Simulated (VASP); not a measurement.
A run of VASP 6.6.1 is set up as follows.

The input INCAR:

```
SYSTEM = MgB2
PREC = Accurate
ENCUT = 520
EDIFF = 1E-6
ISMEAR = 0
SIGMA = 0.1
LREAL = .FALSE.
LASPH = .TRUE.
NELM = 80
ALGO = Normal
ISIF = 2
LWAVE = .FALSE.
LCHARG = .TRUE.
GGA = PE
LELF = .TRUE.
LVHAR = .TRUE.
NBANDS = 11
```

KPOINTS

```
Automatic mesh
0
G
  15 15 12
  0 0 0
```

POSCAR

```
MgB2
1.0
    2.9749712813      0.0000000000      0.0000000000
   -1.4874856407      2.5764007052      0.0000000000
    0.0000000000      0.0000000000      3.3161523243
Mg B
1 2
Direct
    0.0000000000      0.0000000000      0.0000000000
    0.3333333333      0.6666666667      0.5000000000
    0.6666666667      0.3333333333      0.5000000000
```

Potentials or basis: VASP PAW PBE potentials, release 64 (Mg, B).

The run is started by

```console
$ cat potpaw_PBE.64/Mg/POTCAR potpaw_PBE.64/B/POTCAR > POTCAR
$ mpirun -np 1 vasp_std > vasp.out
```

Estimate the pressure.

22.8 GPa.

Estimate the band gap on the k mesh.

zero (bands 4 and 5 overlap by 4.34 eV).

Stress tensor (GPa, compression positive):
```
22.88  0.00  0.00
 0.00 22.88  0.00
 0.00  0.00 22.68
```

Caveat: the cell stands under pressure.
